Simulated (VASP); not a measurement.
# Bi (P6_3/mmc) in VASP: a series of runs, part 3 of 3

VASP 6.6.1. Earlier steps stand in the parts before.

**4. Electric field gradients, PBEsol (zz strain of +1 %)**

Input file INCAR:

```
  ALGO = Normal
  EDIFF = 1E-8
  ENCUT = 520
  GGA = PS
  ISIF = 2
  ISMEAR = -1
  LASPH = True
  LCHARG = False
  LEFG = True
  LREAL = False
  LWAVE = False
  NBANDS = 22
  NELM = 100
  PREC = Accurate
  SIGMA = 0.03
```

Input file KPOINTS:

```
k-points
0
Gamma
  9 9 3
```

Input file POSCAR:

```
Bi
1.0
    4.5390002997      0.0000000000      0.0000000000
   -2.2695001499      3.9308895674      0.0000000000
    0.0000000000      0.0000000000     11.9472900000
Bi
2
Direct
    0.3333333333      0.6666666667      0.2500000000
    0.6666666667      0.3333333333      0.7500000000
```

Potentials or basis: VASP PAW PBE potentials, release 64 (Bi_d).

Launch:

```sh
$ cat potpaw_PBE.64/Bi_d/POTCAR > POTCAR
$ mpirun -np 1 vasp_std > vasp.out
```

OUTCAR:

```text
EDIFF = 1E-8
   ENCUT = 520
   GGA = PS
   ISIF = 2
   ISMEAR = -1
   LASPH = True
   LREAL = False
   NELM = 100
   PREC = Accurate

 ion  position               nearest neighbor table
   1  0.333  0.667  0.250-
   2  0.667  0.333  0.750-

  LATTYP: Found a hexagonal cell.
 ALAT       =     4.5390002997
 C/A-ratio  =     2.6321412671

  Lattice vectors:

 A1 = (   4.5390002997,   0.0000000000,   0.0000000000)
 A2 = (  -2.2695001499,   3.9308895674,   0.0000000000)
 A3 = (   0.0000000000,   0.0000000000,  11.9472900000)

Analysis of symmetry for initial positions (statically):
=====================================================================
 Subroutine PRICEL returns:
 Original cell was already a primitive cell.

 Routine SETGRP: Setting up the symmetry group for a
 hexagonal supercell.

 Subroutine GETGRP returns: Found 24 space group operations
 (whereof 12 operations were pure point group operations)
 out of a pool of 24 trial point group operations.

The static configuration has the point symmetry D_3d.
 The point group associated with its full space group is D_6h.

Analysis of symmetry for dynamics (positions and initial velocities):
=====================================================================
 Subroutine PRICEL returns:
 Original cell was already a primitive cell.

 Routine SETGRP: Setting up the symmetry group for a
 hexagonal supercell.

 Subroutine GETGRP returns: Found 24 space group operations
 (whereof 12 operations were pure point group operations)
 out of a pool of 24 trial point group operations.

The dynamic configuration has the point symmetry D_3d.
[... 152 lines left out ...]
 Fermi energy:        -1.1894648616

 k-point     1 :       0.0000    0.0000    0.0000
  band No.  band energies     occupation
      1     -23.9597      2.00000
      2     -23.9597      2.00000
      3     -23.9540      2.00000
      4     -23.9540      2.00000
      5     -23.9540      2.00000
      6     -23.9540      2.00000
[... 589 lines left out ...]
     21       4.3858      0.00000
     22       4.8746      0.00000

------------------------ aborting loop because EDIFF is reached ----------------------------------------

  FORCE on cell =-STRESS in cart. coord.  units (eV):
  Direction    XX          YY          ZZ          XY          YZ          ZX
  --------------------------------------------------------------------------------------
  -------------------------------------------------------------------------------------
  Total       -6.7793112     -6.7793112     -0.4744111      0.0000000      0.0000000      0.0000000
  in kB      -50.9536963    -50.9536963     -3.5657015      0.0000000      0.0000000      0.0000000
  external PRESSURE =     -35.1576980 kB  Pullay stress =       0.0000000 kB

 VOLUME and BASIS-vectors are now :
 -----------------------------------------------------------------------------
  energy-cutoff  :      520.00
  volume of cell :      213.17
      direct lattice vectors                 reciprocal lattice vectors
     4.539000300  0.000000000  0.000000000     0.220312830  0.127197672  0.000000000
    -2.269500150  3.930889567  0.000000000     0.000000000  0.254395343  0.000000000
     0.000000000  0.000000000 11.947290000     0.000000000  0.000000000  0.083700990

 POSITION                                       TOTAL-FORCE (eV/Angst)
 -----------------------------------------------------------------------------------
     -0.00000      2.62059      2.98682        -0.000000      0.000000      0.000000
      2.26950      1.31030      8.96047         0.000000     -0.000000      0.000000
 -----------------------------------------------------------------------------------
    total drift:                               -0.000000      0.000000      0.000000

  FREE ENERGIE OF THE ION-ELECTRON SYSTEM (eV)
  ---------------------------------------------------
  free  energy   TOTEN  =        -3.3748731970 eV

  energy  without entropy=       -3.3534485679  energy(sigma->0) =       -3.36416088

 Electric field gradients (V/A^2)
---------------------------------------------------------------------
 ion       V_xx      V_yy      V_zz      V_xy      V_xz      V_yz
---------------------------------------------------------------------
   1      63.028    63.029  -126.057     0.001     0.000    -0.000
   2      63.028    63.029  -126.057     0.001    -0.000     0.000
---------------------------------------------------------------------

 Electric field gradients after diagonalization (V/A^2)
 (convention: |V_zz| > |V_xx| > |V_yy|)
----------------------------------------------------------------------
 ion       V_xx      V_yy      V_zz     asymmetry (V_yy - V_xx)/ V_zz
----------------------------------------------------------------------
   1      63.030    63.027  -126.057       0.000
   2      63.030    63.027  -126.057       0.000
----------------------------------------------------------------------

           NMR quadrupolar parameters

 Cq : quadrupolar parameter    Cq=e*Q*V_zz/h
 eta: asymmetry parameters     (V_yy - V_xx)/ V_zz
 Q  : nuclear electric quadrupole moment in mb (millibarn)
----------------------------------------------------------------------
 ion       Cq(MHz)       eta       Q (mb)
----------------------------------------------------------------------
   1      -0.305       0.000       1.000
   2      -0.305       0.000       1.000
----------------------------------------------------------------------
```

OSZICAR:

```text
N       E                     dE             d eps       ncg     rms          rms(c)
DAV:   1     0.266019201806E+03    0.26602E+03   -0.14315E+04  1120   0.117E+03
DAV:   2     0.174052836294E+02   -0.24861E+03   -0.24443E+03  1146   0.319E+02
DAV:   3    -0.269665381665E+01   -0.20102E+02   -0.19880E+02  1254   0.118E+02
DAV:   4    -0.336531025942E+01   -0.66866E+00   -0.66804E+00  1332   0.241E+01
DAV:   5    -0.338994133088E+01   -0.24631E-01   -0.24630E-01  1480   0.427E+00    0.778E-01
DAV:   6    -0.337423458716E+01    0.15707E-01   -0.38651E-02  1266   0.148E+00    0.492E-01
DAV:   7    -0.337361906017E+01    0.61553E-03   -0.42755E-02  1200   0.131E+00    0.131E-01
DAV:   8    -0.337457078540E+01   -0.95173E-03   -0.32829E-03  1152   0.704E-01    0.498E-02
DAV:   9    -0.337478261809E+01   -0.21183E-03   -0.19639E-04  1186   0.910E-02    0.249E-02
DAV:  10    -0.337486478857E+01   -0.82170E-04   -0.73782E-05  1296   0.374E-02    0.356E-03
DAV:  11    -0.337487199633E+01   -0.72078E-05   -0.68757E-06  1254   0.206E-02    0.220E-03
DAV:  12    -0.337487308882E+01   -0.10925E-05   -0.24593E-06  1104   0.128E-02    0.697E-04
DAV:  13    -0.337487314332E+01   -0.54502E-07   -0.86686E-08  1094   0.193E-03    0.293E-04
DAV:  14    -0.337487319476E+01   -0.51438E-07   -0.88426E-08   912   0.119E-03    0.167E-04
DAV:  15    -0.337487320846E+01   -0.13701E-07   -0.42211E-09   852   0.607E-04    0.645E-05
DAV:  16    -0.337487319457E+01    0.13891E-07   -0.29142E-09   750   0.494E-04    0.431E-05
DAV:  17    -0.337487319697E+01   -0.24047E-08   -0.57094E-10   600   0.179E-04
   1 F= -.33748732E+01 E0= -.33641609E+01  d E =-.214246E-01
```

stdout:

```text
POSCAR found type information on POSCAR Bi
 POSCAR found :  1 types and       2 ions
 scaLAPACK will be used
 -----------------------------------------------------------------------------
|                                                                             |
|                                                                             |
|     You enforced a specific xc type in the INCAR file but a different       |
|     I HOPE YOU KNOW WHAT YOU ARE DOING!                                     |
|                                                                             |
 -----------------------------------------------------------------------------

 LDA part: xc-table for (Slater+PW92), standard interpolation
 POSCAR, INCAR and KPOINTS ok, starting setup
 FFT: planning ... GRIDC
 FFT: planning ... GRID_SOFT
 FFT: planning ... GRID
 WAVECAR not read
 entering main loop
ion   1

ion   2
```

It took 45 s on 1 thread of Intel Xeon 6975P-C (Granite Rapids), shared host; peak memory 0.37 GiB.

Results:

```yaml
Free_energy: -3.3749 eV
Pressure: -3.5 GPa
Band_gap_on_the_k_mesh: zero (band 15 reaches 0.24 eV, above the bottom of band 16 at -1.90 eV)
```

Electric field gradients, principal values (V/Å²):
| atom | least | middle | greatest (by size) |
| --- | --- | --- | --- |
| 1 Bi | 63.027 | 63.030 | -126.057 |
| 2 Bi | 63.027 | 63.030 | -126.057 |

Caveat: the cell differs from its parent crystal (zz strain of +1 %); without QUAD_EFG the Cq values of the log hold for a quadrupole moment of 1 mb, not for the nuclei; the PAW data sets were made with another functional, which shifts forces and pressure a little; spin-orbit coupling is left out, which moves the levels of the heavy elements.

**5. Electric field gradients, PBEsol (volume scaled by 1.02)**

Input file INCAR:

```
PREC     = Accurate       # precision mode
ENCUT    = 520            # plane-wave cutoff, eV
EDIFF    = 1E-8           # SCF threshold, eV
ISMEAR   = -1             # smearing method
SIGMA    = 0.03           # smearing width, eV
LREAL    = False          # projectors in reciprocal space
LASPH    = True           # aspherical terms in the spheres
NELM     = 100            # most SCF steps
ALGO     = Normal         # electronic algorithm
ISIF     = 2              # what is computed and relaxed
LWAVE    = False          # write WAVECAR
LCHARG   = False          # write CHGCAR
GGA      = PS             # functional
LEFG     = True         
NBANDS   = 22             # bands
```

Input file KPOINTS:

```
regular mesh
0
Gamma
  9 9 3
```

Input file POSCAR:

```
Bi
1.0
    4.5690607804      0.0000000000      0.0000000000
   -2.2845303902      3.9569227073      0.0000000000
    0.0000000000      0.0000000000     11.9073400314
Bi
2
Direct
    0.3333333333      0.6666666667      0.2500000000
    0.6666666667      0.3333333333      0.7500000000
```

Potentials or basis: VASP PAW PBE potentials, release 64 (Bi_d).

Launch:

```sh
$ cat potpaw_PBE.64/Bi_d/POTCAR > POTCAR
$ mpirun -np 1 vasp_std > vasp.out
```

OUTCAR:

```text
PREC = Accurate
   ENCUT = 520
   EDIFF = 1E-8
   ISMEAR = -1
   LREAL = False
   LASPH = True
   NELM = 100
   ISIF = 2
   GGA = PS

 ion  position               nearest neighbor table
   1  0.333  0.667  0.250-
   2  0.667  0.333  0.750-

  LATTYP: Found a hexagonal cell.
 ALAT       =     4.5690607804
 C/A-ratio  =     2.6060804624

  Lattice vectors:

 A1 = (   4.5690607804,   0.0000000000,   0.0000000000)
 A2 = (  -2.2845303902,   3.9569227073,   0.0000000000)
 A3 = (   0.0000000000,   0.0000000000,  11.9073400314)
[... 808 lines left out ...]

  FREE ENERGIE OF THE ION-ELECTRON SYSTEM (eV)
  ---------------------------------------------------
  free  energy   TOTEN  =        -3.2879497656 eV

  energy  without entropy=       -3.2658554231  energy(sigma->0) =       -3.27690259

 Electric field gradients (V/A^2)
---------------------------------------------------------------------
 ion       V_xx      V_yy      V_zz      V_xy      V_xz      V_yz
---------------------------------------------------------------------
   1      64.543    64.544  -129.087     0.001    -0.000     0.000
   2      64.543    64.544  -129.087     0.001     0.000    -0.000
---------------------------------------------------------------------

 Electric field gradients after diagonalization (V/A^2)
 (convention: |V_zz| > |V_xx| > |V_yy|)
----------------------------------------------------------------------
 ion       V_xx      V_yy      V_zz     asymmetry (V_yy - V_xx)/ V_zz
----------------------------------------------------------------------
   1      64.544    64.543  -129.087       0.000
   2      64.544    64.543  -129.087       0.000
----------------------------------------------------------------------

           NMR quadrupolar parameters

 Cq : quadrupolar parameter    Cq=e*Q*V_zz/h
 eta: asymmetry parameters     (V_yy - V_xx)/ V_zz
 Q  : nuclear electric quadrupole moment in mb (millibarn)
----------------------------------------------------------------------
 ion       Cq(MHz)       eta       Q (mb)
----------------------------------------------------------------------
   1      -0.312       0.000       1.000
   2      -0.312       0.000       1.000
----------------------------------------------------------------------
```

Wall time 46 s (1 thread of Intel Xeon 6975P-C (Granite Rapids), shared host); peak memory 0.35 GiB.

Results:

```yaml
Free_energy: -3.2879 eV
Pressure: -3.4 GPa
Band_gap_on_the_k_mesh: zero (band 15 reaches 0.15 eV, above the bottom of band 16 at -1.91 eV)
```

Stress tensor (GPa, compression positive):
```
-4.98  0.00  0.00
 0.00 -4.98  0.00
 0.00  0.00 -0.37
```

Electric field gradients, principal values (V/Å²):
| atom | least | middle | greatest (by size) |
| --- | --- | --- | --- |
| 1 Bi | 64.543 | 64.544 | -129.087 |
| 2 Bi | 64.543 | 64.544 | -129.087 |

Caveat: without QUAD_EFG the Cq values of the log hold for a quadrupole moment of 1 mb, not for the nuclei; the PAW data sets were made with another functional, which shifts forces and pressure a little; spin-orbit coupling is left out, which moves the levels of the heavy elements.

**6. Summary**

| cell | gap on the mesh (eV) | pressure (GPa) |
| --- | --- | --- |
| a = 4.524, b = 4.524, c = 11.789 Å, angles 90.0, 90.0, 120.0°, 2 atoms | none | -3.6 |
| a = 4.539, b = 4.539, c = 11.947 Å, angles 90.0, 90.0, 120.0°, 2 atoms | none | -3.5 |
| a = 4.569, b = 4.569, c = 11.907 Å, angles 90.0, 90.0, 120.0°, 2 atoms | none | -3.4 |

Alike in all rows: task electric field gradients; level PBEsol; potentials or basis VASP PAW PBE potentials, release 64 (Bi_d); no spin polarisation; k mesh 9 × 9 × 3; cutoff (eV) 520; smearing fermi-dirac 0.03 eV.

Caveats: the PAW data sets were made with another functional, which shifts forces and pressure a little; spin-orbit coupling is left out, which moves the levels of the heavy elements.

Absolute energies hang on the potentials; compare differences alone.
